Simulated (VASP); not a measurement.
# BN (P6_3/mmc) in VASP: notebook

Runs on BN. Level: LDA. Tasks: single point.

All numbers are computed with VASP 6.6.1; they aren't measurements. Logs are shortened: lines on timing, memory, paths and dates and some standing lists are left out, and cuts for length are marked.

### 1 The cell of the first run

The structure is hexagonal, space group P6_3/mmc (No. 194). The conventional cell has a = 2.473 Å, b = 2.473 Å, c = 5.595 Å, α = 90.00°, β = 90.00°, γ = 120.00°. B (site symmetry -6m2) has 3 N at 1.43 Å within 1.9 Å. Within 1.9 Å of N (site symmetry -6m2) lie 3 B at 1.43 Å.

### 2 Single point, LDA

INCAR reads:

```
SYSTEM = BN
  PREC = Accurate
  ENCUT = 600
  EDIFF = 1E-6
  ISMEAR = 0
  SIGMA = 0.01
  LREAL = .False.
  LASPH = .True.
  NELM = 120
  ALGO = Normal
  ISIF = 2
  LWAVE = .False.
  LCHARG = .True.
  GGA = CA
  LELF = .True.
  LVHAR = .True.
  NBANDS = 16
  GGA_COMPAT = .False.
```

KPOINTS reads:

```
regular mesh
0
Gamma
  10 10 4
  0 0 0
```

POSCAR reads:

```
BN
1.0
    2.4725029513      0.0000000000      0.0000000000
   -1.2362514756      2.1412503668      0.0000000000
    0.0000000000      0.0000000000      5.5951223264
B N
2 2
Direct
    0.3333333333      0.6666666667      0.2500000000
    0.6666666667      0.3333333333      0.7500000000
    0.3333333333      0.6666666667      0.7500000000
    0.6666666667      0.3333333333      0.2500000000
```

Potentials or basis: VASP PAW LDA potentials, release 64 (B, N).

The run is started by

```
cat potpaw_LDA.64/B/POTCAR potpaw_LDA.64/N/POTCAR > POTCAR
mpirun -np 1 vasp_std > vasp.out
```

OUTCAR:

```text
SYSTEM = BN
   PREC = Accurate
   ENCUT = 600
   EDIFF = 1E-6
   ISMEAR = 0
   LREAL = .False.
   LASPH = .True.
   NELM = 120
   ISIF = 2
   GGA = CA

 ion  position               nearest neighbor table
   1  0.333  0.667  0.250-   4 1.43   4 1.43   4 1.43
   2  0.667  0.333  0.750-   3 1.43   3 1.43   3 1.43
   3  0.333  0.667  0.750-   2 1.43   2 1.43   2 1.43
   4  0.667  0.333  0.250-   1 1.43   1 1.43   1 1.43

  LATTYP: Found a hexagonal cell.
 ALAT       =     2.4725029513
 C/A-ratio  =     2.2629385835

  Lattice vectors:

 A1 = (   2.4725029513,   0.0000000000,   0.0000000000)
 A2 = (  -1.2362514756,   2.1412503668,   0.0000000000)
 A3 = (   0.0000000000,   0.0000000000,   5.5951223264)

Analysis of symmetry for initial positions (statically):
=====================================================================
 Subroutine PRICEL returns:
 Original cell was already a primitive cell.

 Routine SETGRP: Setting up the symmetry group for a
 hexagonal supercell.

 Subroutine GETGRP returns: Found 24 space group operations
 (whereof 12 operations were pure point group operations)
 out of a pool of 24 trial point group operations.

The static configuration has the point symmetry D_3d.
 The point group associated with its full space group is D_6h.

Analysis of symmetry for dynamics (positions and initial velocities):
=====================================================================
 Subroutine PRICEL returns:
 Original cell was already a primitive cell.

 Routine SETGRP: Setting up the symmetry group for a
 hexagonal supercell.

 Subroutine GETGRP returns: Found 24 space group operations
 (whereof 12 operations were pure point group operations)
 out of a pool of 24 trial point group operations.

The dynamic configuration has the point symmetry D_3d.
 The point group associated with its full space group is D_6h.

 Subroutine INISYM returns: Found 24 space group operations
 (whereof 12 operations are pure point group operations),
 and found     1 'primitive' translations

----------------------------------------------------------------------------------------

                                     Primitive cell

  volume of cell :      29.6220

  direct lattice vectors                    reciprocal lattice vectors
     2.472502951  0.000000000  0.000000000     0.404448456  0.233508425  0.000000000
    -1.236251476  2.141250367  0.000000000     0.000000000  0.467016849  0.000000000
     0.000000000  0.000000000  5.595122326     0.000000000  0.000000000  0.178727102

  length of vectors
     2.472502951  2.472502951  5.595122326     0.467016849  0.467016849  0.178727102

  position of ions in fractional coordinates (direct lattice)
     0.333333333  0.666666667  0.250000000
     0.666666667  0.333333333  0.750000000
     0.333333333  0.666666667  0.750000000
     0.666666667  0.333333333  0.250000000

  ion indices of the primitive-cell ions
   primitive index   ion index
                 1           1
                 2           2
                 3           3
                 4           4

----------------------------------------------------------------------------------------

 KPOINTS: regular mesh

Automatic generation of k-mesh.
 Grid dimensions read from file:
 generate k-points for:   10   10    4

 Generating k-lattice:

  Cartesian coordinates                     Fractional coordinates (reciprocal lattice)
     0.040444846  0.023350842  0.000000000     0.100000000  0.000000000  0.000000000
     0.000000000  0.046701685  0.000000000     0.000000000  0.100000000  0.000000000
     0.000000000  0.000000000  0.044681776     0.000000000  0.000000000  0.250000000

  Length of vectors
     0.046701685  0.046701685  0.044681776

  Shift w.r.t. Gamma in fractional coordinates (k-lattice)
     0.000000000  0.000000000  0.000000000

 Subroutine IBZKPT returns following result:
 ===========================================

 Found     42 irreducible k-points:

 Following reciprocal coordinates:
            Coordinates               Weight
  0.000000  0.000000  0.000000      1.000000
  0.100000  0.000000  0.000000      6.000000
  0.200000  0.000000  0.000000      6.000000
  0.300000  0.000000  0.000000      6.000000
  0.400000  0.000000  0.000000      6.000000
  0.500000  0.000000  0.000000      3.000000
[... 16 lines left out ...]
  0.300000  0.100000  0.250000     24.000000
  0.400000  0.100000  0.250000     24.000000
 [... further k-points ...]
   k-points           NKPTS =     42   k-points in BZ     NKDIM =     42   number of bands    NBANDS=     16
   number of dos      NEDOS =    301   number of ions     NIONS =      4
   total plane-waves  NPLWV =  19200
   dimension x,y,z NGX =    20 NGY =   20 NGZ =   48
   dimension x,y,z NGXF=    40 NGYF=   40 NGZF=   96
   ions per type =               2   2
   NGX,Y,Z   is equivalent  to a cutoff of  13.45, 13.45, 14.26 a.u.
   NGXF,Y,Z  is equivalent  to a cutoff of  26.90, 26.90, 28.52 a.u.
 SYSTEM =  BN
   PREC   = accura    normal or accurate (medium, high low for compatibility)
   ISTART =      0    job   : 0-new  1-cont  2-samecut
   ICHARG =      2    charge: 1-file 2-atom 10-const
   ISPIN  =      1    spin polarized calculation?
   LNONCOLLINEAR =      F non collinear calculations
   LSORBIT =      F    spin-orbit coupling
   LASPH  =      T    aspherical Exc in radial PAW
   ENCUT  =  600.0 eV  44.10 Ry    6.64 a.u.   4.94  4.94 11.17*2*pi/ulx,y,z
   NELM   =    120;   NELMIN=  2; NELMDL= -5     # of ELM steps
   EDIFF  = 0.1E-05   stopping-criterion for ELM
   LREAL  =      F    real-space projection
   EDIFFG = 0.1E-04   stopping-criterion for IOM
   NSW    =      0    number of steps for IOM
   IBRION =     -1    ionic relax: 0-MD 1-quasi-New 2-CG
   NFREE  =      0    steps in history (QN), initial steepest desc. (CG)
   ISIF   =      2    stress and relaxation
   ISYM   =      2    0-nonsym 1-usesym 2-fastsym
   POTIM  = 0.5000    time-step for ionic-motion
   TEBEG  =    0.0;   TEEND  =   0.0 temperature during run
   PSTRESS=    0.0 pullay stress
   NELECT =      16.0000    total number of electrons
   NUPDOWN=      -1.0000    fix difference up-down
   EMIN   =  10.00;   EMAX   =-10.00  energy-range for DOS
   EFERMI =   0.00;   METHOD = LEGACY
   ISMEAR =     0;   SIGMA  =   0.01  broadening in eV -4-tet -1-fermi 0-gaus
   EFERMI_NEDOS =   21; number of points for ismear=-14 and -15
   IALGO  =     38    algorithm
   IMIX   =      4    mixing-type and parameters
     AMIX     =   0.40;   BMIX     =  1.00
     AMIX_MAG =   1.60;   BMIX_MAG =  1.00
  volume/ion in A,a.u.               =       7.41        49.97
  Fermi-wavevector in a.u.,A,eV,Ry     =   1.333246  2.519469 24.184957  1.777544
  Thomas-Fermi vector in A             =   2.462119
   LORBIT       =      0    0 simple, 1 ext, 2 COOP (PROOUT), +10 PAW based schemes
   GGA     = CA    functional components
   LHFCALC =     F    Hartree Fock is set to
   AEXX    =    0.0000 exact exchange contribution
   IVDW    =     0    specifies the selected vdW correction
   LEPSILON=     F    determine dielectric tensor
   LRPA    =     F    only Hartree local field effects (RPA)
 non-spin polarized calculation
 Gauss-broadening in eV      SIGMA  =   0.01
  energy-cutoff  :      600.00
  volume of cell :       29.62
 maximum number of plane-waves:      1009
 NGX is ok and might be reduce to    20
   NGX =  9   NGY =  9   NGZ = 23

 number of electron      15.9999998 magnetization

 Free energy of the ion-electron system (eV)
  ---------------------------------------------------
  ext. energy  EPLUGINS =         0.00000000
  ---------------------------------------------------
  free energy    TOTEN  =       -38.45786141 eV

  energy without entropy =      -38.45786141  energy(sigma->0) =      -38.45786141

 E-fermi :   4.0794     XC(G=0): -11.6634

 val. band max:        4.0269991353   @ k =   0.3000   0.2000   0.0000
 cond. band min:       7.9043898340   @ k =   0.5000   0.0000   0.2500
 fundamental gap:      3.8773906987
 Fermi energy:         4.0793693679

 k-point     1 :       0.0000    0.0000    0.0000
  band No.  band energies     occupation
      1     -14.2722      2.00000
      2     -13.2732      2.00000
      3      -3.5987      2.00000
      4       0.9763      2.00000
      5       2.5545      2.00000
      6       2.5545      2.00000
[... 8 lines left out ...]
     15      17.1054      0.00000
     16      17.4162      0.00000

 k-point     2 :       0.1000    0.0000    0.0000
  band No.  band energies     occupation
      1     -14.0652      2.00000
      2     -13.0851      2.00000
      3      -3.3172      2.00000
      4       1.2082      2.00000
      5       1.7510      2.00000
      6       1.9469      2.00000
[... 8 lines left out ...]
     15      16.7747      0.00000
     16      17.9925      0.00000

 k-point     3 :       0.2000    0.0000    0.0000
  band No.  band energies     occupation
      1     -13.4579      2.00000
      2     -12.5376      2.00000
      3      -2.4859      2.00000
      4      -0.1831      2.00000
      5       0.0845      2.00000
      6       1.2895      2.00000
[... 8 lines left out ...]
     15      19.0386      0.00000
     16      19.2388      0.00000

 k-point     4 :       0.3000    0.0000    0.0000
  band No.  band energies     occupation
      1     -12.5056      2.00000
      2     -11.7007      2.00000
      3      -2.4513      2.00000
      4      -2.1060      2.00000
      5      -1.1568      2.00000
      6       0.4098      2.00000
[... 8 lines left out ...]
     15      20.9947      0.00000
     16      21.7261      0.00000
[... 324 lines left out ...]
 k-point    22 :       0.2000    0.1000    0.2500
  band No.  band energies     occupation
      1     -12.7644      2.00000
      2     -12.1625      2.00000
      3      -1.5125      2.00000
      4      -1.2045      2.00000
      5      -1.0034      2.00000
      6       0.3908      2.00000
[... 8 lines left out ...]
     15      20.0445      0.00000
     16      20.3524      0.00000

 k-point    23 :       0.3000    0.1000    0.2500
  band No.  band energies     occupation
      1     -11.7204      2.00000
      2     -11.2307      2.00000
      3      -3.4314      2.00000
      4      -3.1935      2.00000
      5      -0.4491      2.00000
      6      -0.2505      2.00000
[... 8 lines left out ...]
     15      20.3366      0.00000
     16      22.4209      0.00000

 k-point    24 :       0.4000    0.1000    0.2500
  band No.  band energies     occupation
      1     -10.7328      2.00000
      2     -10.4688      2.00000
      3      -4.8707      2.00000
      4      -4.6837      2.00000
      5      -0.8796      2.00000
      6      -0.6705      2.00000
[... 8 lines left out ...]
     15      20.3584      0.00000
     16      24.2258      0.00000

 [... further k-points ...]

------------------------ aborting loop because EDIFF is reached ----------------------------------------

  FORCE on cell =-STRESS in cart. coord.  units (eV):
  Direction    XX          YY          ZZ          XY          YZ          ZX
  --------------------------------------------------------------------------------------
  -------------------------------------------------------------------------------------
  Total        1.9724952      1.9724952      1.7894156      0.0000000     -0.0000000      0.0000000
  in kB      106.6872898    106.6872898     96.7849784      0.0000000     -0.0000000      0.0000000
  external PRESSURE =     103.3865194 kB  Pullay stress =       0.0000000 kB

 VOLUME and BASIS-vectors are now :
 -----------------------------------------------------------------------------
  energy-cutoff  :      600.00
  volume of cell :       29.62
      direct lattice vectors                 reciprocal lattice vectors
     2.472502951  0.000000000  0.000000000     0.404448456  0.233508425  0.000000000
    -1.236251476  2.141250367  0.000000000     0.000000000  0.467016849  0.000000000
     0.000000000  0.000000000  5.595122326     0.000000000  0.000000000  0.178727102

 POSITION                                       TOTAL-FORCE (eV/Angst)
 -----------------------------------------------------------------------------------
     -0.00000      1.42750      1.39878         0.000000     -0.000000      0.000000
      1.23625      0.71375      4.19634        -0.000000      0.000000      0.000000
     -0.00000      1.42750      4.19634        -0.000000     -0.000000     -0.000000
      1.23625      0.71375      1.39878         0.000000      0.000000      0.000000
 -----------------------------------------------------------------------------------
    total drift:                               -0.000000      0.000000      0.000000

  FREE ENERGIE OF THE ION-ELECTRON SYSTEM (eV)
  ---------------------------------------------------
  free  energy   TOTEN  =       -38.4578614068 eV

  energy  without entropy=      -38.4578614068  energy(sigma->0) =      -38.45786141
```

Run time: 8.3 s. Hardware: 1 thread of Intel Xeon 6975P-C (Granite Rapids), shared host; peak memory 0.14 GiB.

What came out:

| Quantity | Value |
| --- | --- |
| Free energy | -38.4579 eV |
| Pressure | 10.3 GPa |
| Band gap on the k mesh | 3.88 eV, indirect (least direct gap 4.18 eV) |

Stress tensor (GPa, compression positive):
```
10.67  0.00  0.00
 0.00 10.67  0.00
 0.00  0.00  9.68
```

Levels at points of the mesh, in eV from the valence-band top:
| k point | band 4 | band 5 | band 6 | band 7 | band 8 | band 9 | band 10 | band 11 | band 12 | band 13 |
| --- | --- | --- | --- | --- | --- | --- | --- | --- | --- | --- |
| (0.00, 0.00, 0.00) | -3.05 | -1.47 | -1.47 | -1.30 | -1.30 | 6.54 | 11.45 | 11.45 | 11.88 | 11.88 |
| (0.50, 0.00, 0.00) | -9.01 | -4.44 | -4.16 | -2.44 | -0.24 | 3.95 | 6.60 | 9.89 | 10.08 | 13.52 |
| (0.00, 0.00, 0.50) | -5.65 | -1.39 | -1.39 | -1.39 | -1.39 | 9.88 | 9.88 | 11.65 | 11.65 | 11.65 |
| (0.50, 0.00, 0.50) | -9.17 | -4.30 | -4.30 | -1.13 | -1.13 | 4.48 | 4.48 | 10.28 | 10.28 | 14.57 |

A k mesh can miss the band edges.

[end of part 1 of 2]
